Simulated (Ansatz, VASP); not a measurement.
**AlCo in VASP and in Ansatz**

File INCAR:

```
SYSTEM = AlCo
ALGO = Normal
EDIFF = 1E-7
ENCUT = 520
GGA = PE
ISIF = 2
ISMEAR = 0
ISPIN = 2
LASPH = .True.
LCHARG = .False.
LMAXMIX = 4
LORBIT = 11
LREAL = .False.
LWAVE = .False.
MAGMOM = -0.01 0.16
NBANDS = 17
NELM = 150
PREC = Accurate
SIGMA = 0.15
```

The input KPOINTS:

```
k-points
0
Gamma
  16 16 16
  0 0 0
```

The input POSCAR:

```
AlCo
1.0
    2.9321793384      0.0000000000      0.0000000000
    0.0000000000      2.9321793384      0.0000000000
    0.0000000000      0.0000000000      2.7066270816
Al Co
1 1
Direct
    0.0000000000      0.0000000000      0.0000000000
    0.5000000000      0.5000000000      0.5000000000
```

Input for Ansatz:

```yaml
crystal:
  lattice:
    - [2.9321793384, 0.0, 0.0]
    - [0.0, 2.9321793384, 0.0]
    - [0.0, 0.0, 2.7066270816]
  atoms:
    - { symbol: Al, position: [0.0, 0.0, 0.0], spin: -0.01 }
    - { symbol: Co, position: [0.5, 0.5, 0.5], spin: 0.16 }
basis:
  ecutwfc: 420
kpoints:
  mp_grid: { grid: [16, 16, 16] }
hamiltonian:
  xc: pbe
scf:
  occupations: { method: gaussian, width: 0.15 }
output:
  forces: true
  stress: true
  eigenvalues: true
  populations: true
magnetization:
  spin_polarized: true
```

Change from the starting cell: strain +0.040 along x and y, -0.040 along z, atoms carried along.

Alike in both runs: task single point; functional PBE; k mesh 16 × 16 × 16; occupations gaussian, width 0.15 eV; collinear spin.

```csv
,VASP,Ansatz
version,VASP 6.6.1,Ansatz 0.2.0
potentials or method,"VASP PAW PBE potentials, release 64 (Al, Co), cutoff 520 eV","scalar-relativistic, plane waves, PAW"
valence electrons in the cell,12,20
```

```tsv
	VASP	Ansatz	Ansatz less VASP
gap on the k mesh at the Fermi level (eV)	none	none	-
pressure (GPa)	0.3	0.5	+0.14
traceless stress, the component that is largest in VASP (GPa)	11.00	10.84	-0.161
net moment per atom (μB)	0.00	0.05	+0.049
size of the moment on the site where the two differ most (μB)	0.00	0.12	+0.118
```

Site moments also hang on the region over which each program counts them. A gap of «none» marks a metal or a gap that the smearing closes. With one functional, cell and mesh, what is left measures potentials, basis and numerics. VASP's potentials hold 12 valence electrons a cell and Ansatz's 20, so a difference there can come from the potentials and not from the codes.
